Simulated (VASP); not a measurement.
# SnSe2 (P-3m1) in VASP: a series of runs

The runs below take SnSe2 through single point, with PBE+D3(BJ).

Everything below comes from runs of VASP 6.6.1. Logs are shortened: lines on timing, memory, paths and dates and some standing lists are left out, and cuts for length are marked.

### Step 1. The cell of the first run

Symmetry: P-3m1, No. 164, trigonal system. The conventional cell has a = 3.506 Å, b = 3.506 Å, c = 5.646 Å, α = 90.00°, β = 90.00°, γ = 120.00°. Within 3.3 Å of Sn (site symmetry -3m) lie 6 Se at 2.47 Å. Se (site symmetry 3m) has 3 Sn at 2.47 Å within 3.3 Å.

### Step 2. Single point, PBE+D3(BJ) (strain -0.080 along x and y, -0.080 along z)

INCAR reads:

```
SYSTEM = SnSe2
PREC = Accurate
ENCUT = 520
EDIFF = 1E-7
ISMEAR = 0
SIGMA = 0.05
LREAL = .False.
LASPH = .True.
NELM = 100
ALGO = Normal
ISIF = 2
LWAVE = .False.
LCHARG = .False.
GGA = PE
IVDW = 12
NBANDS = 20
```

KPOINTS reads:

```
regular mesh
0
Gamma
  9 9 6
  0 0 0
```

POSCAR reads:

```
SnSe2
1.0
    3.5061188790      0.0000000000      0.0000000000
   -1.7530594395      3.0363880179      0.0000000000
    0.0000000000      0.0000000000      5.6460400000
Sn Se
1 2
Direct
    0.0000000000      0.0000000000      0.0000000000
    0.3333333333      0.6666666667      0.2500000000
    0.6666666667      0.3333333333      0.7500000000
```

Potentials or basis: VASP PAW PBE potentials, release 64 (Sn_d, Se).

On the command line:

```
> cat potpaw_PBE.64/Sn_d/POTCAR potpaw_PBE.64/Se/POTCAR > POTCAR
> mpirun -np 1 vasp_std > vasp.out
```

OUTCAR:

```text
SYSTEM = SnSe2
   PREC = Accurate
   ENCUT = 520
   EDIFF = 1E-7
   ISMEAR = 0
   LREAL = .False.
   LASPH = .True.
   NELM = 100
   ISIF = 2
   GGA = PE
   IVDW = 12
 IVDW          = 12

 ion  position               nearest neighbor table
   1  0.000  0.000  0.000-   2 2.47   3 2.47   2 2.47   3 2.47   3 2.47   2 2.47
   2  0.333  0.667  0.250-   1 2.47   1 2.47   1 2.47
   3  0.667  0.333  0.750-   1 2.47   1 2.47   1 2.47

  LATTYP: Found a hexagonal cell.
 ALAT       =     3.5061188790
 C/A-ratio  =     1.6103390087

  Lattice vectors:

 A1 = (   3.5061188790,   0.0000000000,   0.0000000000)
 A2 = (  -1.7530594395,   3.0363880179,   0.0000000000)
 A3 = (   0.0000000000,   0.0000000000,   5.6460400000)

Analysis of symmetry for initial positions (statically):
=====================================================================
 Subroutine PRICEL returns:
 Original cell was already a primitive cell.

 Routine SETGRP: Setting up the symmetry group for a
 hexagonal supercell.

 Subroutine GETGRP returns: Found 12 space group operations
 (whereof 12 operations were pure point group operations)
 out of a pool of 24 trial point group operations.

The static configuration has the point symmetry D_3d.

Analysis of symmetry for dynamics (positions and initial velocities):
=====================================================================
 Subroutine PRICEL returns:
 Original cell was already a primitive cell.

 Routine SETGRP: Setting up the symmetry group for a
 hexagonal supercell.

 Subroutine GETGRP returns: Found 12 space group operations
 (whereof 12 operations were pure point group operations)
 out of a pool of 24 trial point group operations.

The dynamic configuration has the point symmetry D_3d.

 Subroutine INISYM returns: Found 12 space group operations
 (whereof 12 operations are pure point group operations),
 and found     1 'primitive' translations

----------------------------------------------------------------------------------------

                                     Primitive cell

  volume of cell :      60.1074

  direct lattice vectors                    reciprocal lattice vectors
     3.506118879  0.000000000  0.000000000     0.285215657  0.164669336  0.000000000
    -1.753059440  3.036388018  0.000000000     0.000000000  0.329338673  0.000000000
     0.000000000  0.000000000  5.646040000     0.000000000  0.000000000  0.177115288

  length of vectors
     3.506118879  3.506118879  5.646040000     0.329338673  0.329338673  0.177115288

  position of ions in fractional coordinates (direct lattice)
     0.000000000  0.000000000  0.000000000
     0.333333333  0.666666667  0.250000000
     0.666666667  0.333333333  0.750000000

  ion indices of the primitive-cell ions
   primitive index   ion index
                 1           1
                 2           2
                 3           3

----------------------------------------------------------------------------------------

 KPOINTS: regular mesh

Automatic generation of k-mesh.
 Grid dimensions read from file:
 generate k-points for:    9    9    6

 Generating k-lattice:

  Cartesian coordinates                     Fractional coordinates (reciprocal lattice)
     0.031690629  0.018296593  0.000000000     0.111111111 -0.000000000  0.000000000
     0.000000000  0.036593186  0.000000000     0.000000000  0.111111111  0.000000000
     0.000000000  0.000000000  0.029519215     0.000000000  0.000000000  0.166666667

  Length of vectors
     0.036593186  0.036593186  0.029519215

  Shift w.r.t. Gamma in fractional coordinates (k-lattice)
     0.000000000  0.000000000  0.000000000

 Subroutine IBZKPT returns following result:
 ===========================================

 Found     62 irreducible k-points:

 Following reciprocal coordinates:
            Coordinates               Weight
  0.000000  0.000000  0.000000      1.000000
  0.111111 -0.000000  0.000000      6.000000
  0.222222  0.000000  0.000000      6.000000
  0.333333  0.000000  0.000000      6.000000
  0.444444  0.000000  0.000000      6.000000
  0.111111  0.111111  0.000000      6.000000
[... 16 lines left out ...]
  0.222222  0.111111  0.166667     12.000000
 -0.111111  0.333333  0.166667     12.000000
 [... further k-points ...]
   k-points           NKPTS =     62   k-points in BZ     NKDIM =     62   number of bands    NBANDS=     20
   number of dos      NEDOS =    301   number of ions     NIONS =      3
   total plane-waves  NPLWV =  32928
   dimension x,y,z NGX =    28 NGY =   28 NGZ =   42
   dimension x,y,z NGXF=    56 NGYF=   56 NGZF=   84
   ions per type =               1   2
   NGX,Y,Z   is equivalent  to a cutoff of  13.28, 13.28, 12.37 a.u.
   NGXF,Y,Z  is equivalent  to a cutoff of  26.55, 26.55, 24.73 a.u.
 SYSTEM =  SnSe2
   PREC   = accura    normal or accurate (medium, high low for compatibility)
   ISTART =      0    job   : 0-new  1-cont  2-samecut
   ICHARG =      2    charge: 1-file 2-atom 10-const
[... 84 lines left out ...]
     20      16.5368      0.00000

 k-point     3 :       0.2222    0.0000    0.0000
  band No.  band energies     occupation
      1     -14.6477      2.00000
      2     -14.5435      2.00000
      3     -14.4588      2.00000
      4     -14.4263      2.00000
      5     -14.4126      2.00000
      6      -8.3035      2.00000
[... 12 lines left out ...]
     19      15.3474      0.00000
     20      16.7449      0.00000

 k-point     4 :       0.3333    0.0000    0.0000
  band No.  band energies     occupation
      1     -14.7097      2.00000
      2     -14.5290      2.00000
      3     -14.4776      2.00000
      4     -14.3940      2.00000
      5     -14.3893      2.00000
      6      -7.4977      2.00000
[... 12 lines left out ...]
     19      16.8983      0.00000
     20      17.5539      0.00000

 k-point     5 :       0.4444    0.0000    0.0000
  band No.  band energies     occupation
      1     -14.7503      2.00000
      2     -14.5249      2.00000
      3     -14.4897      2.00000
      4     -14.3727      2.00000
      5     -14.3684      2.00000
      6      -6.6007      2.00000
[... 12 lines left out ...]
     19      18.1329      0.00000
     20      18.5175      0.00000

 k-point     6 :       0.1111    0.1111    0.0000
  band No.  band energies     occupation
      1     -14.6262      2.00000
      2     -14.5552      2.00000
      3     -14.4454      2.00000
      4     -14.4448      2.00000
      5     -14.4143      2.00000
      6      -8.4720      2.00000
[... 12 lines left out ...]
     19      14.9174      0.00000
     20      16.8311      0.00000

 k-point     7 :       0.2222    0.1111    0.0000
  band No.  band energies     occupation
      1     -14.6756      2.00000
      2     -14.5465      2.00000
      3     -14.4621      2.00000
      4     -14.4232      2.00000
      5     -14.3896      2.00000
      6      -7.8060      2.00000
[... 12 lines left out ...]
     19      14.7956      0.00000
     20      17.9240      0.00000
[... 277 lines left out ...]
 k-point    20 :       0.4444    0.0000    0.1667
  band No.  band energies     occupation
      1     -14.7505      2.00000
      2     -14.5249      2.00000
      3     -14.4897      2.00000
      4     -14.3725      2.00000
      5     -14.3684      2.00000
      6      -6.5666      2.00000
[... 12 lines left out ...]
     19      17.6267      0.00000
     20      19.8495      0.00000

 k-point    21 :       0.0000    0.4444    0.1667
  band No.  band energies     occupation
      1     -14.7506      2.00000
      2     -14.5249      2.00000
      3     -14.4898      2.00000
      4     -14.3725      2.00000
      5     -14.3684      2.00000
      6      -6.5579      2.00000
[... 12 lines left out ...]
     19      16.9898      0.00000
     20      19.5138      0.00000

 k-point    22 :       0.1111    0.1111    0.1667
  band No.  band energies     occupation
      1     -14.6263      2.00000
      2     -14.5552      2.00000
      3     -14.4455      2.00000
      4     -14.4447      2.00000
      5     -14.4143      2.00000
      6      -8.4223      2.00000
[... 12 lines left out ...]
     19      15.3624      0.00000
     20      16.1743      0.00000

 k-point    23 :       0.2222    0.1111    0.1667
  band No.  band energies     occupation
      1     -14.6759      2.00000
      2     -14.5466      2.00000
      3     -14.4621      2.00000
      4     -14.4232      2.00000
      5     -14.3895      2.00000
      6      -7.7599      2.00000
[... 12 lines left out ...]
     19      15.1674      0.00000
     20      17.4081      0.00000

 k-point    24 :      -0.1111    0.3333    0.1667
  band No.  band energies     occupation
      1     -14.6759      2.00000
      2     -14.5466      2.00000
      3     -14.4622      2.00000
      4     -14.4231      2.00000
      5     -14.3895      2.00000
      6      -7.7560      2.00000
[... 12 lines left out ...]
     19      15.4554      0.00000
     20      17.2328      0.00000

 [... further k-points ...]

------------------------ aborting loop because EDIFF is reached ----------------------------------------

 Edisp (eV)   -1.39767

 E8    (eV) :    -0.6096

  FORCE on cell =-STRESS in cart. coord.  units (eV):
  Direction    XX          YY          ZZ          XY          YZ          ZX
  --------------------------------------------------------------------------------------
  -------------------------------------------------------------------------------------
  Total      13.85733    13.85733    13.74248     0.00000     0.00000     0.00000
  in kB     369.37064   369.37064   366.30933     0.00000     0.00000     0.00000
  external pressure =      368.35 kB  Pullay stress =        0.00 kB

 VOLUME and BASIS-vectors are now :
 -----------------------------------------------------------------------------
  energy-cutoff  :      520.00
  volume of cell :       60.11
      direct lattice vectors                 reciprocal lattice vectors
     3.506118879  0.000000000  0.000000000     0.285215657  0.164669336  0.000000000
    -1.753059440  3.036388018  0.000000000     0.000000000  0.329338673  0.000000000
     0.000000000  0.000000000  5.646040000     0.000000000  0.000000000  0.177115288

 POSITION                                       TOTAL-FORCE (eV/Angst)
 -----------------------------------------------------------------------------------
      0.00000      0.00000      0.00000        -0.000000      0.000000      0.000000
     -0.00000      2.02426      1.41151        -0.000000     -0.000000      4.376457
      1.75306      1.01213      4.23453         0.000000      0.000000     -4.376457
 -----------------------------------------------------------------------------------
    total drift:                               -0.000000     -0.000000     -0.000000

  FREE ENERGIE OF THE ION-ELECTRON SYSTEM (eV)
  ---------------------------------------------------
  free  energy   TOTEN  =       -11.0773757429 eV

  energy  without entropy=      -11.0773757429  energy(sigma->0) =      -11.07737574
```

Wall time 52 s (1 thread of AMD EPYC 9R45 (Zen 5), shared host); peak memory 0.2 GiB.

Results:

| Item | Value |
| --- | --- |
| Free energy | -11.0774 eV |
| Pressure | 36.8 GPa |
| Largest force | 4.376 eV/Å |
| Band gap on the k mesh | 0.90 eV (least direct gap 1.70 eV) |
| Dispersion energy per atom | -0.466 eV |

Forces on the atoms (eV/Å):
```
Sn   0.000  0.000  0.000
Se   0.000  0.000  4.376
Se   0.000  0.000 -4.376
```

Caveat: the cell differs from its parent crystal (strain -0.080 along x and y, -0.080 along z); the cell stands under pressure; spin-orbit coupling is left out, which moves the levels of the heavy elements; an odd mesh through Γ misses points on the zone boundary, where band edges can lie; forces of over 1 eV/Å act on the atoms, so gaps and moduli don't describe the material at rest.

### Step 3. Single point, PBE+D3(BJ) (strain -0.080 along x and y, -0.040 along z)

INCAR reads:

```
SYSTEM = SnSe2
PREC = Accurate
ENCUT = 520
EDIFF = 1E-6
ISMEAR = 0
SIGMA = 0.05
LREAL = .FALSE.
LASPH = .TRUE.
NELM = 100
ALGO = Normal
ISIF = 2
LWAVE = .FALSE.
LCHARG = .TRUE.
GGA = PE
IVDW = 12
LELF = .TRUE.
LVHAR = .TRUE.
NBANDS = 20
```

KPOINTS reads:

```
Automatic mesh
0
G
  9 9 6
  0 0 0
```

POSCAR, as its differences from that of step 2:

```diff
@@ -4,3 +4,3 @@
    -1.7530594395      3.0363880179      0.0000000000
-    0.0000000000      0.0000000000      5.6460400000
+    0.0000000000      0.0000000000      5.8915200000
 Sn Se
```

Potentials or basis: VASP PAW PBE potentials, release 64 (Sn_d, Se).

On the command line:

```
> cat potpaw_PBE.64/Sn_d/POTCAR potpaw_PBE.64/Se/POTCAR > POTCAR
> mpirun -np 1 vasp_std > vasp.out
```

Run time: 52 s. Hardware: 1 thread of AMD EPYC 9R45 (Zen 5), shared host; peak memory 0.21 GiB.

It converged, with:

- Free energy: -11.5957 eV
- Pressure: 28.8 GPa
- Largest force: 3.370 eV/Å
- Band gap on the k mesh: 0.84 eV (least direct gap 1.60 eV)
- Dispersion energy per atom: -0.446 eV

Forces on the atoms (eV/Å):
```
Sn   0.000  0.000  0.000
Se   0.000  0.000  3.370
Se   0.000  0.000 -3.370
```

Stress tensor (GPa, compression positive):
```
29.70  0.00  0.00
 0.00 29.70  0.00
 0.00  0.00 27.01
```

Levels at points of the mesh, in eV from the valence-band top:
| k point | band 9 | band 10 | band 11 | band 12 | band 13 | band 14 | band 15 | band 16 | band 17 | band 18 |
| --- | --- | --- | --- | --- | --- | --- | --- | --- | --- | --- |
| (0.00, 0.00, 0.00) | -0.75 | -0.75 | -0.38 | -0.31 | -0.31 | 2.50 | 3.29 | 5.14 | 5.14 | 7.82 |
| (0.00, 0.00, 0.50) | -3.19 | -0.85 | -0.85 | -0.12 | -0.12 | 3.41 | 3.85 | 4.82 | 4.82 | 8.59 |

Caveat: the cell differs from its parent crystal (strain -0.080 along x and y, -0.040 along z); the cell stands under pressure; spin-orbit coupling is left out, which moves the levels of the heavy elements; an odd mesh through Γ misses points on the zone boundary, where band edges can lie; forces of over 1 eV/Å act on the atoms, so gaps and moduli don't describe the material at rest.

### Step 4. Single point, PBE+D3(BJ) (strain -0.080 along x and y, +0.000 along z)

INCAR reads:

```
SYSTEM = SnSe2
ALGO     = Normal         ! electronic algorithm
EDIFF    = 1E-7           ! SCF threshold, eV
ENCUT    = 520            ! plane-wave cutoff, eV
GGA      = PE             ! functional
ISIF     = 2              ! what is computed and relaxed
ISMEAR   = 0              ! smearing method
IVDW     = 12             ! dispersion correction
LASPH    = .TRUE.         ! aspherical terms in the spheres
LCHARG   = .FALSE.        ! write CHGCAR
LREAL    = .FALSE.        ! projectors in reciprocal space
LWAVE    = .FALSE.        ! write WAVECAR
NBANDS   = 20             ! bands
NELM     = 100            ! most SCF steps
PREC     = Accurate       ! precision mode
SIGMA    = 0.05           ! smearing width, eV
```

KPOINTS reads:

```
k-points
0
G
  9 9 6
  0 0 0
```

POSCAR, as its differences from that of step 3:

```diff
@@ -4,3 +4,3 @@
    -1.7530594395      3.0363880179      0.0000000000
-    0.0000000000      0.0000000000      5.8915200000
+    0.0000000000      0.0000000000      6.1370000000
 Sn Se
```

On the command line:

```
> cat potpaw_PBE.64/Sn_d/POTCAR potpaw_PBE.64/Se/POTCAR > POTCAR
> mpirun -np 1 vasp_std > vasp.out
```

It took 59 s on 1 thread of AMD EPYC 9R45 (Zen 5), shared host; peak memory 0.21 GiB.

The run converged. Its results:

```
Free energy                : -11.9643 eV
Pressure                   : 22.1 GPa
Largest force              : 2.401 eV/Å
Band gap on the k mesh     : 0.62 eV (least direct gap 1.40 eV)
Dispersion energy per atom : -0.428 eV
```

Forces in eV/Å, atoms in the order of the input:
```
Sn   0.000  0.000  0.000
Se   0.000  0.000  2.401
Se   0.000  0.000 -2.401
```

Stress tensor (GPa, compression positive):
```
24.05  0.00  0.00
 0.00 24.05  0.00
 0.00  0.00 18.29
```

Levels at points of the mesh, in eV from the valence-band top:
| k point | band 9 | band 10 | band 11 | band 12 | band 13 | band 14 | band 15 | band 16 | band 17 | band 18 |
| --- | --- | --- | --- | --- | --- | --- | --- | --- | --- | --- |
| (0.00, 0.00, 0.00) | -0.89 | -0.64 | -0.64 | -0.22 | -0.22 | 2.17 | 3.42 | 5.11 | 5.11 | 7.33 |
| (0.00, 0.00, 0.50) | -3.34 | -0.73 | -0.73 | -0.08 | -0.08 | 3.49 | 3.69 | 4.87 | 4.87 | 8.18 |

Caveat: the cell differs from its parent crystal (strain -0.080 along x and y, +0.000 along z); the cell stands under pressure; spin-orbit coupling is left out, which moves the levels of the heavy elements; an odd mesh through Γ misses points on the zone boundary, where band edges can lie; forces of over 1 eV/Å act on the atoms, so gaps and moduli don't describe the material at rest.

### Step 5. Single point, PBE+D3(BJ) (strain -0.040 along x and y, -0.080 along z)

INCAR reads:

```
ALGO = Normal
EDIFF = 1E-6
ENCUT = 520
GGA = PE
ISIF = 2
ISMEAR = 0
IVDW = 12
LASPH = T
LCHARG = F
LREAL = F
LWAVE = F
NBANDS = 20
NELM = 60
PREC = Accurate
SIGMA = 0.05
```

KPOINTS reads:

```
k-points
0
Gamma
  9 9 6
```

POSCAR reads:

```
SnSe2
1.0
    3.6585588303      0.0000000000      0.0000000000
   -1.8292794152      3.1684048883      0.0000000000
    0.0000000000      0.0000000000      5.6460400000
Sn Se
1 2
Direct
    0.0000000000      0.0000000000      0.0000000000
    0.3333333333      0.6666666667      0.2500000000
    0.6666666667      0.3333333333      0.7500000000
```

On the command line:

```
> cat potpaw_PBE.64/Sn_d/POTCAR potpaw_PBE.64/Se/POTCAR > POTCAR
> mpirun -np 1 vasp_std > vasp.out
```

Run time: 53 s. Hardware: 1 thread of AMD EPYC 9R45 (Zen 5), shared host; peak memory 0.2 GiB.

The run converged. Its results:

```yaml
Free_energy: -12.0147 eV
Pressure: 21.2 GPa
Largest_force: 3.018 eV/Å
Band_gap_on_the_k_mesh: 0.56 eV (least direct gap 1.42 eV)
Dispersion_energy_per_atom: -0.428 eV
```

Forces on the atoms (eV/Å):
```
Sn   0.000  0.000  0.000
Se   0.000  0.000  3.018
Se   0.000  0.000 -3.018
```

Stress tensor (GPa, compression positive):
```
20.37  0.00  0.00
 0.00 20.37  0.00
 0.00  0.00 22.94
```

Levels at points of the mesh, in eV from the valence-band top:
| k point | band 10 | band 11 | band 12 | band 13 | band 14 | band 15 | band 16 | band 17 |
| --- | --- | --- | --- | --- | --- | --- | --- | --- |
| (0.00, 0.00, 0.00) | -1.43 | -1.05 | -1.05 | 0.00 | 1.42 | 2.40 | 4.44 | 4.44 |
| (0.00, 0.00, 0.50) | -1.55 | -1.55 | -0.82 | -0.82 | 2.56 | 2.69 | 3.99 | 3.99 |

Caveat: the cell differs from its parent crystal (strain -0.040 along x and y, -0.080 along z); the cell stands under pressure; spin-orbit coupling is left out, which moves the levels of the heavy elements; an odd mesh through Γ misses points on the zone boundary, where band edges can lie; forces of over 1 eV/Å act on the atoms, so gaps and moduli don't describe the material at rest.

### Step 6. The runs side by side

```tsv
cell	gap on the mesh (eV)	pressure (GPa)	largest force (eV/Å)
a = 3.506, b = 3.506, c = 5.646 Å, angles 90.0, 90.0, 120.0°, 3 atoms	0.90	36.8	4.38
a = 3.506, b = 3.506, c = 5.892 Å, angles 90.0, 90.0, 120.0°, 3 atoms	0.84	28.8	3.37
a = 3.506, b = 3.506, c = 6.137 Å, angles 90.0, 90.0, 120.0°, 3 atoms	0.62	22.1	2.40
a = 3.659, b = 3.659, c = 5.646 Å, angles 90.0, 90.0, 120.0°, 3 atoms	0.56	21.2	3.02
```

Alike in all rows: task single point; level PBE+D3(BJ); potentials or basis VASP PAW PBE potentials, release 64 (Sn_d, Se); no spin polarisation; k mesh 9 × 9 × 6; cutoff (eV) 520; smearing gaussian 0.05 eV.

Caveats: the cell stands under pressure; spin-orbit coupling is left out, which moves the levels of the heavy elements; an odd mesh through Γ misses points on the zone boundary, where band edges can lie; forces of over 1 eV/Å act on the atoms, so gaps and moduli don't describe the material at rest.

Total energies depend on the potentials used, so only differences within one code and one set of settings carry meaning.
